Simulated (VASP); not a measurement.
# GeSb2Te4 (Cm) in VASP: notebook

Runs on GeSb2Te4. Level: PBE. Tasks: single point.

Program: VASP 6.6.1. These are calculated values, not measurements. Logs are shortened: lines on timing, memory, paths and dates and some standing lists are left out, and cuts for length are marked.

### Step 1. The cell of the first run

Symmetry: Cm, No. 8, monoclinic system. The conventional cell has a = 7.444 Å, b = 4.298 Å, c = 14.467 Å, α = 90.00°, β = 102.38°, γ = 90.00°. Within 3.8 Å of Ge (site symmetry m) lie 6 Te at 2.85 to 3.32 Å. Sb (site symmetry m) has 6 Te at 3.01 to 3.22 Å within 4.0 Å. Sb (site symmetry m) has 6 Te at 3.03 to 3.17 Å within 4.0 Å. Within 3.8 Å of Te (site symmetry m) lie 3 Ge at 2.85 Å and 2 Te at 3.77 Å. Te (site symmetry m) has 3 Sb at 3.01 Å and 2 Te at 3.77 Å within 4.0 Å. Te (site symmetry m) has 6 Sb at 3.17 to 3.22 Å within 4.2 Å. Within 4.0 Å of Te (site symmetry m) lie 3 Sb at 3.03 Å and 3 Ge at 3.32 Å.

### Step 2. Single point, PBE

INCAR

```
SYSTEM = GeSb2Te4
  PREC = Accurate
  ENCUT = 520
  EDIFF = 1E-6
  ISMEAR = 0
  SIGMA = 0.03
  LREAL = .False.
  LASPH = .True.
  NELM = 60
  ALGO = Normal
  ISIF = 2
  LWAVE = .False.
  LCHARG = .False.
  GGA = PE
  NBANDS = 33
```

KPOINTS

```
regular mesh
0
Gamma
  9 9 3
  0 0 0
```

POSCAR

```
GeSb2Te4
1.0
   -4.2977010893      0.0000000000      0.0000000000
   -2.1488505447     -3.7219183212      0.0000000000
   -2.6860631808     -1.5507993005     14.1302728042
Ge Sb Te
1 2 4
Direct
    0.4157592593      0.4157592593      0.2073377777
   -0.1525809831     -0.1525809831      0.7713543595
    0.6327052131      0.6327052131      0.4866674886
    0.7906464112      0.7906464112      0.1076086130
   -0.5363481777     -0.5363481777      0.8923956264
    0.2411550543      0.2411550543      0.6263878696
    0.0175269729      0.0175269729      0.3630952651
```

Potentials or basis: VASP PAW PBE potentials, release 64 (Ge_d, Sb, Te).

On the command line:

```bash
> cat potpaw_PBE.64/Ge_d/POTCAR potpaw_PBE.64/Sb/POTCAR potpaw_PBE.64/Te/POTCAR > POTCAR
> mpirun -np 1 vasp_std > vasp.out
```

OUTCAR:

```text
SYSTEM = GeSb2Te4
   PREC = Accurate
   ENCUT = 520
   EDIFF = 1E-6
   ISMEAR = 0
   LREAL = .False.
   LASPH = .True.
   NELM = 60
   ISIF = 2
   GGA = PE

 ion  position               nearest neighbor table
   1  0.416  0.416  0.207-   4 2.85   4 2.85   4 2.85
   2  0.847  0.847  0.771-   5 3.01   5 3.01   5 3.01   6 3.22   6 3.22   6 3.22
   3  0.633  0.633  0.487-   7 3.03   7 3.03   7 3.03   6 3.17   6 3.17   6 3.17
   4  0.791  0.791  0.108-   1 2.85   1 2.85   1 2.85
   5  0.464  0.464  0.892-   2 3.01   2 3.01   2 3.01
   6  0.241  0.241  0.626-   3 3.17   3 3.17   3 3.17   2 3.22   2 3.22   2 3.22
   7  0.018  0.018  0.363-   3 3.03   3 3.03   3 3.03

  LATTYP: Found a base centered monoclinic cell.
 ALAT       =     7.4438366425
 B/A-ratio  =     0.5773502692
 C/A-ratio  =     1.9434426211
 COS(beta)  =    -0.2143961762

  Lattice vectors:

 A1 = (   4.2977010893,   0.0000000000,   0.0000000000)
 A2 = (   2.1488505447,   3.7219183212,   0.0000000000)
 A3 = (  -2.6860631808,  -1.5507993005,  14.1302728042)

Analysis of symmetry for initial positions (statically):
=====================================================================
 Subroutine PRICEL returns:
 Original cell was already a primitive cell.

 Routine SETGRP: Setting up the symmetry group for a
 base centered monoclinic supercell.

 Subroutine GETGRP returns: Found  2 space group operations
 (whereof  2 operations were pure point group operations)
 out of a pool of  4 trial point group operations.

The static configuration has the point symmetry C_1h.

Analysis of symmetry for dynamics (positions and initial velocities):
=====================================================================
 Subroutine PRICEL returns:
 Original cell was already a primitive cell.

 Routine SETGRP: Setting up the symmetry group for a
 base centered monoclinic supercell.

 Subroutine GETGRP returns: Found  2 space group operations
 (whereof  2 operations were pure point group operations)
 out of a pool of  4 trial point group operations.

The dynamic configuration has the point symmetry C_1h.

 Subroutine INISYM returns: Found  2 space group operations
 (whereof  2 operations are pure point group operations),
 and found     1 'primitive' translations

----------------------------------------------------------------------------------------

                                     Primitive cell

  volume of cell :     226.0235

  direct lattice vectors                    reciprocal lattice vectors
    -4.297701089  0.000000000  0.000000000    -0.232682539  0.134339326 -0.029487518
    -2.148850545 -3.721918321  0.000000000     0.000000000 -0.268678653 -0.029487518
    -2.686063181 -1.550799301 14.130272804     0.000000000  0.000000000  0.070770042

  length of vectors
     4.297701089  4.297701089 14.466669396     0.270291939  0.270291939  0.070770042

  position of ions in fractional coordinates (direct lattice)
     0.415759259  0.415759259  0.207337778
     0.847419017  0.847419017  0.771354360
     0.632705213  0.632705213  0.486667489
     0.790646411  0.790646411  0.107608613
     0.463651822  0.463651822  0.892395626
     0.241155054  0.241155054  0.626387870
     0.017526973  0.017526973  0.363095265

  ion indices of the primitive-cell ions
   primitive index   ion index
                 1           1
                 2           2
                 3           3
                 4           4
                 5           5
                 6           6
                 7           7

----------------------------------------------------------------------------------------

 KPOINTS: regular mesh

Automatic generation of k-mesh.
 Grid dimensions read from file:
 generate k-points for:    9    9    3

 Generating k-lattice:

  Cartesian coordinates                     Fractional coordinates (reciprocal lattice)
    -0.025853615  0.014926592 -0.003276391     0.111111111  0.000000000  0.000000000
     0.000000000 -0.029853184 -0.003276391     0.000000000  0.111111111 -0.000000000
     0.000000000  0.000000000  0.023590014     0.000000000  0.000000000  0.333333333

  Length of vectors
     0.030032438  0.030032438  0.023590014

  Shift w.r.t. Gamma in fractional coordinates (k-lattice)
     0.000000000  0.000000000  0.000000000

 Subroutine IBZKPT returns following result:
 ===========================================

 Found     70 irreducible k-points:

 Following reciprocal coordinates:
            Coordinates               Weight
  0.000000  0.000000  0.000000      1.000000
  0.111111  0.000000 -0.000000      4.000000
  0.222222  0.000000  0.000000      4.000000
  0.333333  0.000000  0.000000      4.000000
  0.444444  0.000000  0.000000      4.000000
  0.111111  0.111111 -0.000000      2.000000
[... 16 lines left out ...]
 -0.333333  0.333333  0.000000      2.000000
  0.444444  0.444444  0.000000      2.000000
 [... further k-points ...]
[... 51 lines left out ...]
  energy-cutoff  :      520.00
  volume of cell :      226.02
 maximum number of plane-waves:      6117
   NGX = 15   NGY = 15   NGZ = 53

 number of electron      47.9999998 magnetization

 Free energy of the ion-electron system (eV)
  ---------------------------------------------------
  ext. energy  EPLUGINS =         0.00000000
  ---------------------------------------------------
  free energy    TOTEN  =       -26.06898635 eV

  energy without entropy =      -26.06898635  energy(sigma->0) =      -26.06898635

 E-fermi :   6.0611     XC(G=0):  -9.1621

 val. band max:        5.8520057808   @ k =   0.1111   0.1111   0.3333
 cond. band min:       6.2126535653   @ k =  -0.3333  -0.0000   0.3333
 fundamental gap:      0.3606477845
 Fermi energy:         6.0611336300

 k-point     1 :       0.0000    0.0000    0.0000
  band No.  band energies     occupation
      1     -18.8469      2.00000
      2     -18.8459      2.00000
      3     -18.8366      2.00000
      4     -18.8361      2.00000
      5     -18.8329      2.00000
      6      -7.2304      2.00000
[... 25 lines left out ...]
     32       8.0951      0.00000
     33       8.1499      0.00000

 k-point     2 :       0.1111    0.0000   -0.0000
  band No.  band energies     occupation
      1     -18.8468      2.00000
      2     -18.8459      2.00000
      3     -18.8367      2.00000
      4     -18.8361      2.00000
      5     -18.8328      2.00000
      6      -7.1211      2.00000
[... 25 lines left out ...]
     32       8.3586      0.00000
     33       8.5676      0.00000

 k-point     3 :       0.2222    0.0000    0.0000
  band No.  band energies     occupation
      1     -18.8470      2.00000
      2     -18.8456      2.00000
      3     -18.8370      2.00000
      4     -18.8361      2.00000
      5     -18.8323      2.00000
      6      -6.8008      2.00000
[... 25 lines left out ...]
     32       8.8029      0.00000
     33       9.3849      0.00000

 k-point     4 :       0.3333    0.0000    0.0000
  band No.  band energies     occupation
      1     -18.8475      2.00000
      2     -18.8451      2.00000
      3     -18.8374      2.00000
      4     -18.8360      2.00000
      5     -18.8318      2.00000
      6      -6.3008      2.00000
[... 25 lines left out ...]
     32       9.1971      0.00000
     33       9.3733      0.00000

 k-point     5 :       0.4444    0.0000    0.0000
  band No.  band energies     occupation
      1     -18.8479      2.00000
      2     -18.8447      2.00000
      3     -18.8376      2.00000
      4     -18.8360      2.00000
      5     -18.8315      2.00000
      6      -5.7193      2.00000
[... 604 lines left out ...]
 k-point    22 :      -0.4444    0.3333    0.0000
  band No.  band energies     occupation
      1     -18.8479      2.00000
      2     -18.8445      2.00000
      3     -18.8370      2.00000
      4     -18.8366      2.00000
      5     -18.8315      2.00000
      6      -5.4941      2.00000
[... 25 lines left out ...]
     32       9.7562      0.00000
     33      10.0435      0.00000

 k-point    23 :      -0.3333    0.3333    0.0000
  band No.  band energies     occupation
      1     -18.8474      2.00000
      2     -18.8450      2.00000
      3     -18.8372      2.00000
      4     -18.8364      2.00000
      5     -18.8314      2.00000
      6      -5.2584      2.00000
[... 25 lines left out ...]
     32      10.1083      0.00000
     33      10.1529      0.00000

 k-point    24 :       0.4444    0.4444    0.0000
  band No.  band energies     occupation
      1     -18.8487      2.00000
      2     -18.8438      2.00000
      3     -18.8369      2.00000
      4     -18.8366      2.00000
      5     -18.8316      2.00000
      6      -5.7193      2.00000
[... 25 lines left out ...]
     32       9.2686      0.00000
     33       9.4064      0.00000

 [... further k-points ...]
[... 5 lines left out ...]
  --------------------------------------------------------------------------------------
  -------------------------------------------------------------------------------------
  Total       -0.1910091     -0.0523847      0.7035963     -0.1200523      0.0140331      0.0243061
  in kB       -1.3539765     -0.3713310      4.9874725     -0.8509960      0.0994741      0.1722946
  external PRESSURE =       1.0873884 kB  Pullay stress =       0.0000000 kB

 VOLUME and BASIS-vectors are now :
 -----------------------------------------------------------------------------
  energy-cutoff  :      520.00
  volume of cell :      226.02
      direct lattice vectors                 reciprocal lattice vectors
    -4.297701089  0.000000000  0.000000000    -0.232682539  0.134339326 -0.029487518
    -2.148850545 -3.721918321  0.000000000     0.000000000 -0.268678653 -0.029487518
    -2.686063181 -1.550799301 14.130272804     0.000000000  0.000000000  0.070770042

 POSITION                                       TOTAL-FORCE (eV/Angst)
 -----------------------------------------------------------------------------------
     -3.23714     -1.86896      2.92974         0.016369      0.009451      0.083873
     -7.53484     -4.35024     10.89945        -0.048835     -0.028195     -0.102162
     -5.38599     -3.10960      6.87674        -0.005845     -0.003374      0.009149
     -5.38599     -3.10960      1.52054        -0.002019     -0.001166      0.080932
     -5.38599     -3.10960     12.60979         0.023252      0.013424     -0.075771
     -3.23714     -1.86896      8.85103         0.013891      0.008020      0.030083
     -1.08829     -0.62832      5.13064         0.003188      0.001840     -0.026105
 -----------------------------------------------------------------------------------
    total drift:                               -0.000644     -0.000372      0.001095

  FREE ENERGIE OF THE ION-ELECTRON SYSTEM (eV)
  ---------------------------------------------------
  free  energy   TOTEN  =       -26.0689863503 eV

  energy  without entropy=      -26.0689863503  energy(sigma->0) =      -26.06898635
```

It took 3.9 min on 1 thread of Intel Xeon 6975P-C (Granite Rapids), shared host; peak memory 0.66 GiB.

What came out:

```
Free energy            : -26.0690 eV
Pressure               : 0.1 GPa
Largest force          : 0.117 eV/Å
Band gap on the k mesh : 0.36 eV, indirect (least direct gap 0.43 eV)
```

Forces on the atoms (eV/Å):
```
Ge   0.016  0.009  0.084
Sb  -0.049 -0.028 -0.102
Sb  -0.006 -0.003  0.009
Te  -0.002 -0.001  0.081
Te   0.023  0.013 -0.076
Te   0.014  0.008  0.030
Te   0.003  0.002 -0.026
```

Levels at points of the mesh, in eV from the valence-band top:
```
           k point  band 20  band 21  band 22  band 23  band 24  band 25  band 26  band 27  band 28  band 29
(0.00, 0.00, 0.00)    -1.36    -1.26    -1.25    -1.00    -0.14     0.43     0.46     0.48     1.34     1.42
```

Caveat: spin-orbit coupling is left out, which moves the levels of the heavy elements; this functional lacks dispersion, which binds the layers, so the pressure and a relaxed spacing across them are unreliable. A k mesh can miss the band edges.

### Step 3. Single point, PBE

This run uses another cell than the first one, of the same volume but with other edges.

INCAR

```
ALGO = Normal
EDIFF = 1E-7
ENCUT = 520
GGA = PE
ISIF = 2
ISMEAR = 0
LASPH = T
LCHARG = F
LREAL = F
LWAVE = F
NBANDS = 33
NELM = 60
PREC = Accurate
SIGMA = 0.03
```

KPOINTS

```
k-points
0
Gamma
  9 9 3
```

POSCAR

```
GeSb2Te4
1.0
   -4.2977010893      0.0000000000      0.0000000000
   -2.1488505447     -3.7219183212      0.0000000000
   -0.5374275212     -0.3102839240     14.1302728042
Ge Sb Te
1 2 4
Direct
    0.4848649406      0.4848649406      0.2073377777
    0.1045114249      0.1045114249      0.7713543595
    0.7949114870      0.7949114870      0.4866674886
    0.8265123620      0.8265123620      0.1076086130
   -0.2389127154     -0.2389127154      0.8923956264
    0.4499301313      0.4499301313      0.6263878696
    0.1385466247      0.1385466247      0.3630952651
```

Potentials or basis: VASP PAW PBE potentials, release 64 (Ge_d, Sb, Te).

On the command line:

```bash
> cat potpaw_PBE.64/Ge_d/POTCAR potpaw_PBE.64/Sb/POTCAR potpaw_PBE.64/Te/POTCAR > POTCAR
> mpirun -np 1 vasp_std > vasp.out
```

Run time: 5.7 min. Hardware: 1 thread of Intel Xeon 6975P-C (Granite Rapids), shared host; peak memory 0.64 GiB.

Results (log left out):

```yaml
Free_energy: -25.7997 eV
Pressure: 1.1 GPa
Largest_force: 0.723 eV/Å
Band_gap_on_the_k_mesh: 0.06 eV, indirect (least direct gap 0.26 eV)
```

Forces on the atoms (eV/Å):
```
Ge  -0.030 -0.017  0.219
Sb   0.020  0.011 -0.362
Sb  -0.041 -0.024  0.105
Te  -0.156 -0.090  0.700
Te   0.123  0.071 -0.508
Te   0.047  0.027 -0.058
Te   0.038  0.022 -0.096
```

Stress tensor (GPa, compression positive):
```
 0.27 -0.14 -0.67
-0.14  0.43 -0.39
-0.67 -0.39  2.57
```

Levels at points of the mesh, in eV from the valence-band top:
```tsv
k point	band 20	band 21	band 22	band 23	band 24	band 25	band 26	band 27	band 28	band 29
(0.00, 0.00, 0.00)	-1.87	-1.51	-1.49	-1.30	-0.25	0.09	0.09	0.32	1.01	1.17
```

Caveat: spin-orbit coupling is left out, which moves the levels of the heavy elements. A k mesh can miss the band edges.

### Step 4. Single point, PBE

INCAR

```
SYSTEM = GeSb2Te4
ALGO     = Normal         ! electronic algorithm
EDIFF    = 1E-6           ! SCF threshold, eV
ENCUT    = 520            ! plane-wave cutoff, eV
GGA      = PE             ! functional
ISIF     = 2              ! what is computed and relaxed
ISMEAR   = 0              ! smearing method
LASPH    = .True.         ! aspherical terms in the spheres
LCHARG   = .False.        ! write CHGCAR
LREAL    = .False.        ! projectors in reciprocal space
LWAVE    = .False.        ! write WAVECAR
NBANDS   = 33             ! bands
NELM     = 80             ! most SCF steps
PREC     = Accurate       ! precision mode
SIGMA    = 0.03           ! smearing width, eV
```

KPOINTS

```
k-points
0
Gamma
  9 9 3
  0 0 0
```

POSCAR

```
GeSb2Te4
1.0
   -4.2977010893      0.0000000000      0.0000000000
   -2.1488505447     -3.7219183212      0.0000000000
    1.6118527936      0.9306036442     14.1302728042
Ge Sb Te
1 2 4
Direct
    0.5539913557      0.5539913557      0.2073377777
    0.3616809684      0.3616809684      0.7713543595
    0.9571664277      0.9571664277      0.4866674886
    0.8623890735      0.8623890735      0.1076086130
    0.0586119865      0.0586119865      0.8923956264
    0.6587678470      0.6587678470      0.6263878696
    0.2596025861      0.2596025861      0.3630952651
```

On the command line:

```bash
> cat potpaw_PBE.64/Ge_d/POTCAR potpaw_PBE.64/Sb/POTCAR potpaw_PBE.64/Te/POTCAR > POTCAR
> mpirun -np 1 vasp_std > vasp.out
```

It took 7.4 min on 1 thread of Intel Xeon Platinum 8259CL at 2.50GHz (Skylake/Cascade Lake), shared host; peak memory 0.66 GiB.

It converged, with:

- Free energy: -26.0857 eV
- Pressure: 0.1 GPa
- Largest force: 0.122 eV/Å
- Band gap on the k mesh: 0.27 eV, indirect (least direct gap 0.32 eV)

Forces on the atoms (eV/Å):
```
Ge   0.003  0.002  0.039
Sb   0.044  0.025 -0.076
Sb   0.041  0.024  0.015
Te   0.091  0.053  0.060
Te  -0.089 -0.051 -0.028
Te  -0.057 -0.033  0.004
Te  -0.034 -0.019 -0.014
```

Stress tensor (GPa, compression positive):
```
 0.18  0.21  0.41
 0.21 -0.07  0.23
 0.41  0.23  0.27
```

Levels at points of the mesh, in eV from the valence-band top:
| k point | band 21 | band 22 | band 23 | band 24 | band 25 | band 26 | band 27 | band 28 |
| --- | --- | --- | --- | --- | --- | --- | --- | --- |
| (0.00, 0.00, 0.00) | -1.36 | -1.32 | -1.06 | -0.18 | 0.29 | 0.38 | 0.45 | 1.22 |

Caveat: spin-orbit coupling is left out, which moves the levels of the heavy elements; this functional lacks dispersion, which binds the layers, so the pressure and a relaxed spacing across them are unreliable.

### Step 5. Overview

| cell | gap on the mesh (eV) | pressure (GPa) | largest force (eV/Å) |
| --- | --- | --- | --- |
| a = 4.298, b = 4.298, c = 14.467 Å, angles 79.3, 79.3, 60.0°, 7 atoms | 0.36 | 0.1 | 0.12 |
| a = 4.298, b = 4.298, c = 14.144 Å, angles 87.8, 87.8, 60.0°, 7 atoms | 0.06 | 1.1 | 0.72 |
| a = 4.298, b = 4.298, c = 14.252 Å, angles 96.5, 96.5, 60.0°, 7 atoms | 0.27 | 0.1 | 0.12 |

Alike in all rows: task single point; level PBE; potentials or basis VASP PAW PBE potentials, release 64 (Ge_d, Sb, Te); no spin polarisation; k mesh 9 × 9 × 3; cutoff (eV) 520; smearing gaussian 0.03 eV.

Caveats: spin-orbit coupling is left out, which moves the levels of the heavy elements; this functional lacks dispersion, which binds the layers, so the pressure and a relaxed spacing across them are unreliable (some runs).

Total energies depend on the potentials used, so only differences within one code and one set of settings carry meaning.
